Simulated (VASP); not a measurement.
# TeAu4 (Pm-3m) in VASP: further runs, part 2 of 2

VASP 6.6.1.

### Step 4. Single point, PBE

This run uses another cell than the first one, of 21.49 Å³/atom, 0.806 times its volume.

File INCAR:

```
SYSTEM = TeAu4
PREC = Accurate ; ENCUT = 520
EDIFF = 1E-7 ; ISMEAR = 0
SIGMA = 0.1 ; LREAL = .FALSE.
LASPH = .TRUE. ; NELM = 100
ALGO = Normal ; ISIF = 2
LWAVE = .FALSE. ; LCHARG = .FALSE.
GGA = PE ; NBANDS = 33
```

File KPOINTS:

```
regular mesh
0
G
  4 4 4
  0 0 0
```

File POSCAR:

```
TeAu4
1.0
    4.7543540700      0.0000000000      0.0000000000
    0.0000000000      4.7543540700      0.0000000000
    0.0000000000      0.0000000000      4.7543540700
Te Au
1 4
Direct
    0.0000000000      0.0000000000      0.0000000000
    0.5000000000      0.5000000000      0.5000000000
    0.0000000000      0.5000000000      0.5000000000
    0.5000000000      0.0000000000      0.5000000000
    0.5000000000      0.5000000000      0.0000000000
```

Potentials or basis: VASP PAW PBE potentials, release 64 (Te, Au).

On the command line:

```bash
$ cat potpaw_PBE.64/Te/POTCAR potpaw_PBE.64/Au/POTCAR > POTCAR
$ mpirun -np 1 vasp_std > vasp.out
```

OUTCAR:

```text
SYSTEM = TeAu4
   PREC = Accurate
   ENCUT = 520
   EDIFF = 1E-7
   ISMEAR = 0
   LREAL = .FALSE.
   LASPH = .TRUE.
   NELM = 100
   ISIF = 2
   GGA = PE

 ion  position               nearest neighbor table
   1  0.000  0.000  0.000-   3 3.36   4 3.36   5 3.36   3 3.36   4 3.36   3 3.36   5 3.36   3 3.36
                             4 3.36   5 3.36   4 3.36   5 3.36
   2  0.500  0.500  0.500-   3 2.38   4 2.38   5 2.38   5 2.38   4 2.38   3 2.38
   3  0.000  0.500  0.500-   2 2.38   2 2.38   4 3.36   5 3.36   1 3.36   5 3.36   1 3.36   4 3.36
                             1 3.36   1 3.36   4 3.36   5 3.36   5 3.36   4 3.36
   4  0.500  0.000  0.500-   2 2.38   2 2.38   3 3.36   5 3.36   1 3.36   5 3.36   1 3.36   3 3.36
                             5 3.36   5 3.36   1 3.36   3 3.36   1 3.36   3 3.36
   5  0.500  0.500  0.000-   2 2.38   2 2.38   3 3.36   4 3.36   1 3.36   3 3.36   4 3.36   1 3.36
                             4 3.36   4 3.36   1 3.36   3 3.36   3 3.36   1 3.36

  LATTYP: Found a simple cubic cell.
 ALAT       =     4.7543540700

  Lattice vectors:

 A1 = (   4.7543540700,   0.0000000000,   0.0000000000)
 A2 = (   0.0000000000,   4.7543540700,   0.0000000000)
 A3 = (   0.0000000000,   0.0000000000,   4.7543540700)
[... 170 lines left out ...]
 cond. band min:       7.5089146277   @ k =   0.2500   0.2500   0.2500
 fundamental gap:      0.2229550780
 Fermi energy:         7.5012832184

 k-point     1 :       0.0000    0.0000    0.0000
  band No.  band energies     occupation
      1      -4.1404      2.00000
      2      -1.2229      2.00000
      3      -0.8993      2.00000
      4      -0.8993      2.00000
      5       0.1767      2.00000
      6       0.1767      2.00000
[... 349 lines left out ...]
     32      18.8599      0.00000
     33      18.8599      0.00000

------------------------ aborting loop because EDIFF is reached ----------------------------------------

  FORCE on cell =-STRESS in cart. coord.  units (eV):
  Direction    XX          YY          ZZ          XY          YZ          ZX
  --------------------------------------------------------------------------------------
  -------------------------------------------------------------------------------------
  Total       17.5171983     17.5171983     17.5171983     -0.0000000      0.0000000     -0.0000000
  in kB      261.1563943    261.1563943    261.1563943     -0.0000000      0.0000000     -0.0000000
  external PRESSURE =     261.1563943 kB  Pullay stress =       0.0000000 kB

 VOLUME and BASIS-vectors are now :
 -----------------------------------------------------------------------------
  energy-cutoff  :      520.00
  volume of cell :      107.47
      direct lattice vectors                 reciprocal lattice vectors
     4.754354070  0.000000000  0.000000000     0.210333514  0.000000000  0.000000000
     0.000000000  4.754354070  0.000000000     0.000000000  0.210333514  0.000000000
     0.000000000  0.000000000  4.754354070     0.000000000  0.000000000  0.210333514

 POSITION                                       TOTAL-FORCE (eV/Angst)
 -----------------------------------------------------------------------------------
      0.00000      0.00000      0.00000         0.000000      0.000000      0.000000
      2.37718      2.37718      2.37718         0.000000      0.000000      0.000000
      0.00000      2.37718      2.37718         0.000000      0.000000      0.000000
      2.37718      0.00000      2.37718         0.000000      0.000000      0.000000
      2.37718      2.37718      0.00000         0.000000      0.000000      0.000000
 -----------------------------------------------------------------------------------
    total drift:                                0.000000      0.000000      0.000000

  FREE ENERGIE OF THE ION-ELECTRON SYSTEM (eV)
  ---------------------------------------------------
  free  energy   TOTEN  =       -10.8165824784 eV

  energy  without entropy=      -10.7966015458  energy(sigma->0) =      -10.80659201
```

OSZICAR:

```text
N       E                     dE             d eps       ncg     rms          rms(c)
DAV:   1     0.308880326288E+03    0.30888E+03   -0.24343E+04   660   0.140E+03
DAV:   2    -0.197939735715E+01   -0.31086E+03   -0.29419E+03   732   0.299E+02
DAV:   3    -0.117734381975E+02   -0.97940E+01   -0.96067E+01   756   0.500E+01
DAV:   4    -0.118666900769E+02   -0.93252E-01   -0.93188E-01   734   0.536E+00
DAV:   5    -0.118678407408E+02   -0.11507E-02   -0.11506E-02   779   0.644E-01    0.261E+01
DAV:   6    -0.109912416598E+02    0.87660E+00   -0.27948E+00   731   0.125E+01    0.186E+01
DAV:   7    -0.108884474416E+02    0.10279E+00   -0.47677E-01   670   0.514E+00    0.659E+00
DAV:   8    -0.108209128900E+02    0.67535E-01   -0.16879E-01   675   0.337E+00    0.161E+00
DAV:   9    -0.108170740314E+02    0.38389E-02   -0.18184E-02   726   0.681E-01    0.258E-01
DAV:  10    -0.108165669509E+02    0.50708E-03   -0.26005E-03   717   0.358E-01    0.145E-01
DAV:  11    -0.108165809657E+02   -0.14015E-04   -0.63891E-05   707   0.517E-02    0.475E-02
DAV:  12    -0.108165824794E+02   -0.15137E-05   -0.88796E-06   769   0.254E-02    0.126E-02
DAV:  13    -0.108165824784E+02    0.98817E-09   -0.91664E-07   753   0.614E-03
   1 F= -.10816582E+02 E0= -.10806592E+02  d E =-.199809E-01
```

It took 32 s on 1 thread of AMD EPYC 9R45 (Zen 5), shared host; peak memory 0.17 GiB.

Results:

```
Free energy            : -10.8166 eV
Pressure               : 26.1 GPa
Band gap on the k mesh : zero (band 25 reaches 7.73 eV, above the bottom of band 26 at 6.59 eV)
```

Caveat: spin-orbit coupling is left out, which moves the levels of the heavy elements.

### Step 5. Single point, PBE

This run uses another cell than the first one, of 26.58 Å³/atom, 0.997 times its volume.

File INCAR:

```
PREC = Accurate
ENCUT = 520
EDIFF = 1E-7
ISMEAR = 0
SIGMA = 0.1
LREAL = False
LASPH = True
NELM = 100
ALGO = Normal
ISIF = 2
LWAVE = False
LCHARG = False
GGA = PE
NBANDS = 33
```

File KPOINTS:

```
Automatic mesh
0
Gamma
  4 4 4
```

Changes to POSCAR since step 4:

```diff
@@ -2,5 +2,5 @@
 1.0
-    4.7543540700      0.0000000000      0.0000000000
-    0.0000000000      4.7543540700      0.0000000000
-    0.0000000000      0.0000000000      4.7543540700
+    5.1030991144      0.0000000000      0.0000000000
+    0.0000000000      5.1030991144      0.0000000000
+    0.0000000000      0.0000000000      5.1030991144
 Te Au
```

Potentials or basis: VASP PAW PBE potentials, release 64 (Te, Au).

On the command line:

```bash
$ cat potpaw_PBE.64/Te/POTCAR potpaw_PBE.64/Au/POTCAR > POTCAR
$ mpirun -np 1 vasp_std > vasp.out
```

OUTCAR:

```text
PREC = Accurate
   ENCUT = 520
   EDIFF = 1E-7
   ISMEAR = 0
   LREAL = False
   LASPH = True
   NELM = 100
   ISIF = 2
   GGA = PE

 ion  position               nearest neighbor table
   1  0.000  0.000  0.000-   3 3.61   4 3.61   5 3.61   3 3.61   4 3.61   3 3.61   5 3.61   3 3.61
                             4 3.61   5 3.61   4 3.61   5 3.61
   2  0.500  0.500  0.500-   3 2.55   4 2.55   5 2.55   5 2.55   4 2.55   3 2.55
   3  0.000  0.500  0.500-   2 2.55   2 2.55   1 3.61   1 3.61   1 3.61   1 3.61
   4  0.500  0.000  0.500-   2 2.55   2 2.55   1 3.61   1 3.61   1 3.61   1 3.61
   5  0.500  0.500  0.000-   2 2.55   2 2.55   1 3.61   1 3.61   1 3.61   1 3.61

  LATTYP: Found a simple cubic cell.
 ALAT       =     5.1030991144

  Lattice vectors:

 A1 = (   5.1030991144,   0.0000000000,   0.0000000000)
 A2 = (   0.0000000000,   5.1030991144,   0.0000000000)
 A3 = (   0.0000000000,   0.0000000000,   5.1030991144)

Analysis of symmetry for initial positions (statically):
=====================================================================
 Subroutine PRICEL returns:
 Original cell was already a primitive cell.

 Routine SETGRP: Setting up the symmetry group for a
 simple cubic supercell.

 Subroutine GETGRP returns: Found 48 space group operations
 (whereof 48 operations were pure point group operations)
 out of a pool of 48 trial point group operations.

The static configuration has the point symmetry O_h .

Analysis of symmetry for dynamics (positions and initial velocities):
=====================================================================
 Subroutine PRICEL returns:
 Original cell was already a primitive cell.

 Routine SETGRP: Setting up the symmetry group for a
 simple cubic supercell.

[... 111 lines left out ...]
   EFERMI_NEDOS =   21; number of points for ismear=-14 and -15
   IALGO  =     38    algorithm
   IMIX   =      4    mixing-type and parameters
     AMIX     =   0.40;   BMIX     =  1.00
     AMIX_MAG =   1.60;   BMIX_MAG =  1.00
  volume/ion in A,a.u.               =      26.58       179.36
  Fermi-wavevector in a.u.,A,eV,Ry     =   1.181855  2.233382 19.004359  1.396781
  Thomas-Fermi vector in A             =   2.318120
   LORBIT       =      0    0 simple, 1 ext, 2 COOP (PROOUT), +10 PAW based schemes
   GGA     = PE    functional components
   LHFCALC =     F    Hartree Fock is set to
   AEXX    =    0.0000 exact exchange contribution
   IVDW    =     0    specifies the selected vdW correction
   LEPSILON=     F    determine dielectric tensor
   LRPA    =     F    only Hartree local field effects (RPA)
 non-spin polarized calculation
 Gauss-broadening in eV      SIGMA  =   0.10
  energy-cutoff  :      520.00
  volume of cell :      132.89
 maximum number of plane-waves:      3695
 NGX is ok and might be reduce to    40
   NGX = 19   NGY = 19   NGZ = 19

 number of electron      49.9999992 magnetization

 Free energy of the ion-electron system (eV)
  ---------------------------------------------------
  ext. energy  EPLUGINS =         0.00000000
  ---------------------------------------------------
  free energy    TOTEN  =       -12.49531336 eV

  energy without entropy =      -12.47249232  energy(sigma->0) =      -12.48390284

 E-fermi :   4.6734     XC(G=0): -10.0952

 val. band max:        4.6694369301   @ k =   0.2500   0.2500   0.2500
 cond. band min:       4.7166794214   @ k =   0.5000   0.2500   0.2500
 fundamental gap:      0.0472424913
 Fermi energy:         4.6734223193

 k-point     1 :       0.0000    0.0000    0.0000
  band No.  band energies     occupation
      1      -5.9481      2.00000
      2      -2.4611      2.00000
      3      -1.8413      2.00000
      4      -1.8413      2.00000
      5      -0.8549      2.00000
      6      -0.8549      2.00000
[... 349 lines left out ...]
     32      15.5018      0.00000
     33      15.5018      0.00000

------------------------ aborting loop because EDIFF is reached ----------------------------------------

  FORCE on cell =-STRESS in cart. coord.  units (eV):
  Direction    XX          YY          ZZ          XY          YZ          ZX
  --------------------------------------------------------------------------------------
  -------------------------------------------------------------------------------------
  Total        0.1591949      0.1591949      0.1591949     -0.0000000      0.0000000     -0.0000000
  in kB        1.9192773      1.9192773      1.9192773     -0.0000000      0.0000000     -0.0000000
  external PRESSURE =       1.9192773 kB  Pullay stress =       0.0000000 kB

 VOLUME and BASIS-vectors are now :
 -----------------------------------------------------------------------------
  energy-cutoff  :      520.00
  volume of cell :      132.89
      direct lattice vectors                 reciprocal lattice vectors
     5.103099114  0.000000000  0.000000000     0.195959353  0.000000000  0.000000000
     0.000000000  5.103099114  0.000000000     0.000000000  0.195959353  0.000000000
     0.000000000  0.000000000  5.103099114     0.000000000  0.000000000  0.195959353

 POSITION                                       TOTAL-FORCE (eV/Angst)
 -----------------------------------------------------------------------------------
      0.00000      0.00000      0.00000         0.000000      0.000000      0.000000
      2.55155      2.55155      2.55155         0.000000      0.000000      0.000000
      0.00000      2.55155      2.55155         0.000000      0.000000      0.000000
      2.55155      0.00000      2.55155         0.000000      0.000000      0.000000
      2.55155      2.55155      0.00000         0.000000      0.000000      0.000000
 -----------------------------------------------------------------------------------
    total drift:                               -0.000000     -0.000000     -0.000000

  FREE ENERGIE OF THE ION-ELECTRON SYSTEM (eV)
  ---------------------------------------------------
  free  energy   TOTEN  =       -12.4953133638 eV

  energy  without entropy=      -12.4724923193  energy(sigma->0) =      -12.48390284
```

OSZICAR:

```text
N       E                     dE             d eps       ncg     rms          rms(c)
DAV:   1     0.285411866729E+03    0.28541E+03   -0.23414E+04   660   0.136E+03
DAV:   2    -0.366105842429E+01   -0.28907E+03   -0.26956E+03   752   0.272E+02
DAV:   3    -0.133689594201E+02   -0.97079E+01   -0.94817E+01   748   0.473E+01
DAV:   4    -0.134719551965E+02   -0.10300E+00   -0.10285E+00   749   0.534E+00
DAV:   5    -0.134734249483E+02   -0.14698E-02   -0.14695E-02   777   0.671E-01    0.143E+01
DAV:   6    -0.127255103515E+02    0.74791E+00   -0.35768E+00   733   0.138E+01    0.114E+01
DAV:   7    -0.125281540738E+02    0.19736E+00   -0.49933E-01   714   0.470E+00    0.623E+00
DAV:   8    -0.124982572319E+02    0.29897E-01   -0.12732E-01   715   0.232E+00    0.227E+00
DAV:   9    -0.124957343726E+02    0.25229E-02   -0.16072E-02   736   0.112E+00    0.347E-01
DAV:  10    -0.124952917704E+02    0.44260E-03   -0.17494E-03   713   0.395E-01    0.147E-01
DAV:  11    -0.124953151668E+02   -0.23396E-04   -0.27977E-04   745   0.107E-01    0.711E-02
DAV:  12    -0.124953132081E+02    0.19587E-05   -0.69036E-05   762   0.772E-02    0.154E-02
DAV:  13    -0.124953132018E+02    0.62219E-08   -0.35280E-06   734   0.195E-02    0.957E-03
DAV:  14    -0.124953133516E+02   -0.14978E-06   -0.57896E-07   727   0.667E-03    0.821E-04
DAV:  15    -0.124953133638E+02   -0.12196E-07   -0.52271E-08   413   0.177E-03
   1 F= -.12495313E+02 E0= -.12483903E+02  d E =-.228210E-01
```

Wall time 42 s (1 thread of AMD EPYC 9R45 (Zen 5), shared host); peak memory 0.22 GiB.

Results:

```yaml
Free_energy: -12.4953 eV
Pressure: 0.2 GPa
Band_gap_on_the_k_mesh: zero (band 25 reaches 4.75 eV, above the bottom of band 26 at 3.95 eV)
```

Levels at points of the mesh, in eV from the Fermi level:
```
           k point  band 22  band 23  band 24  band 25  band 26  band 27  band 28  band 29
(0.00, 0.00, 0.00)    -1.43    -1.43    -1.16    -1.16     2.67     2.67     2.67     3.04
(0.50, 0.00, 0.00)    -1.43    -1.22    -0.45    -0.45     0.84     2.44     2.44     3.37
(0.50, 0.50, 0.00)    -1.99    -1.74    -1.74     0.08     1.08     1.08     2.92     4.36
(0.50, 0.50, 0.50)    -2.27    -1.88    -1.88    -1.88    -0.72    -0.72    -0.72     6.09
```

Caveat: spin-orbit coupling is left out, which moves the levels of the heavy elements.

### Step 6. Summary

| task | cell | k mesh | cutoff (eV) | gap on the mesh (eV) | pressure (GPa) |
| --- | --- | --- | --- | --- | --- |
| single point | a = 5.108 Å, 5 atoms | 8 × 8 × 8 | 520 | none | -0.1 |
| relaxation of cell and atoms | relaxed from a = 5.103 Å, 5 atoms | 8 × 8 × 8 | 600 | none | 0.0 |
| single point | a = 4.754 Å, 5 atoms | 4 × 4 × 4 | 520 | none | 26.1 |
| single point | a = 5.103 Å, 5 atoms | 4 × 4 × 4 | 520 | none | 0.2 |

Alike in all rows: level PBE; potentials or basis VASP PAW PBE potentials, release 64 (Te, Au); no spin polarisation; smearing gaussian 0.1 eV.

Caveats: spin-orbit coupling is left out, which moves the levels of the heavy elements.

Absolute energies hang on the potentials; compare differences alone.
